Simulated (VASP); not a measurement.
Here is a VASP 6.6.1 calculation.

POSCAR

```
AlSn
1.0
    4.2669392533      0.0000000000      0.0000000000
   -2.1334696266      3.6952777898      0.0000000000
    0.0000000000      0.0000000000      3.3610672433
Al Sn
1 1
Direct
    0.0000000000      0.0000000000      0.0000000000
    0.3333333333      0.6666666667      0.5000000000
```

Contents of INCAR.step1:

```
SYSTEM = AlSn
ALGO     = Normal         ! electronic algorithm
EDIFF    = 1E-5           ! SCF threshold, eV
ENCUT    = 550            ! plane-wave cutoff, eV
GGA      = PE             ! functional
GGA_COMPAT= .FALSE.      
ISMEAR   = 0              ! smearing method
ISYM     = 0            
LASPH    = .TRUE.         ! aspherical terms in the spheres
LCHARG   = .FALSE.        ! write CHGCAR
LREAL    = .FALSE.        ! projectors in reciprocal space
LWAVE    = .TRUE.         ! write WAVECAR
NBANDS   = 16             ! bands
NELM     = 120            ! most SCF steps
PREC     = Accurate       ! precision mode
SIGMA    = 0.1            ! smearing width, eV
```

File INCAR.step2:

```
SYSTEM = AlSn
ALGO     = Normal         ! electronic algorithm
EDIFF    = 1E-6           ! SCF threshold, eV
ENCUT    = 550            ! plane-wave cutoff, eV
GGA_COMPAT= .FALSE.      
ISIF     = 2              ! what is computed and relaxed
ISMEAR   = 0              ! smearing method
ISTART   = 1            
ISYM     = 0            
LASPH    = .TRUE.         ! aspherical terms in the spheres
LCHARG   = .TRUE.         ! write CHGCAR
LELF     = .TRUE.         ! ELF
LMIXTAU  = .TRUE.       
LREAL    = .FALSE.        ! projectors in reciprocal space
LVHAR    = .TRUE.       
LWAVE    = .FALSE.        ! write WAVECAR
METAGGA  = R2SCAN         ! meta-GGA
NBANDS   = 16             ! bands
NELM     = 120            ! most SCF steps
PREC     = Accurate       ! precision mode
SIGMA    = 0.1            ! smearing width, eV
```

Contents of KPOINTS:

```
Automatic mesh
0
Gamma
  3 3 2
  0.25 0.25 0.25
```

Potentials or basis: VASP PAW PBE potentials, release 64 (Al, Sn_d).

Run with:

```sh
$ cat potpaw_PBE.64/Al/POTCAR potpaw_PBE.64/Sn_d/POTCAR > POTCAR
$ cp INCAR.step1 INCAR
$ mpirun -np 1 vasp_std > vasp.out
$ cp INCAR.step2 INCAR
$ mpirun -np 1 vasp_std > vasp.out
```

Problem. What does it give for the pressure?

Solution. -4.6 GPa.

Stress tensor (GPa, compression positive):
```
 -0.78   0.00   0.00
  0.00  -0.78   0.00
  0.00   0.00 -12.33
```

Caveat: the k points lie up to 0.93 Å⁻¹ apart; the PAW data sets were made with another functional, which shifts forces and pressure a little.
